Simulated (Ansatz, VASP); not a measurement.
## One calculation of AlRu, two programs

```xyz
2
Lattice="3.0041 0.0000 0.0000 0.0000 3.0041 0.0000 0.0000 0.0000 3.0041" Properties=species:S:1:pos:R:3 pbc="T T T"
Al    0.0000    0.0000    0.0000
Ru    1.5020    1.5020    1.5895
```

Change from the starting cell: all Ru atoms moved +0.087 Å, as atom 2 along Cartesian [0 0 1].

Alike in both runs: task single point; functional PBE; k mesh 20 × 20 × 20; occupations gaussian, width 0.15 eV; no spin polarisation.

|  | VASP | Ansatz |
| --- | --- | --- |
| version | VASP 6.6.1 | Ansatz 0.2.0 |
| potentials or method | VASP PAW PBE potentials, release 64 (Al, Ru_pv), cutoff 520 eV | scalar-relativistic, plane waves, PAW |
| valence electrons in the cell | 17 | 19 |

Ansatz gave:

```
gap on the k mesh at the Fermi level (eV)                     : none
pressure (GPa)                                                : 0.6
traceless stress, the component that is largest in VASP (GPa) : -0.38
rms of the force components (eV/Å)                            : 0.374
```

Question: Estimate VASP's values.

Answer: gap on the k mesh at the Fermi level (eV): none; pressure (GPa): 0.5; traceless stress, the component that is largest in VASP (GPa): -0.38; rms of the force components (eV/Å): 0.376.

Atom by atom the forces differ by 0.003 eV/Å (rms over components). A gap of «none» marks a metal or a gap that the smearing closes. With one functional, cell and mesh, what is left measures potentials, basis and numerics. VASP's potentials hold 17 valence electrons a cell and Ansatz's 19, so a difference there can come from the potentials and not from the codes.
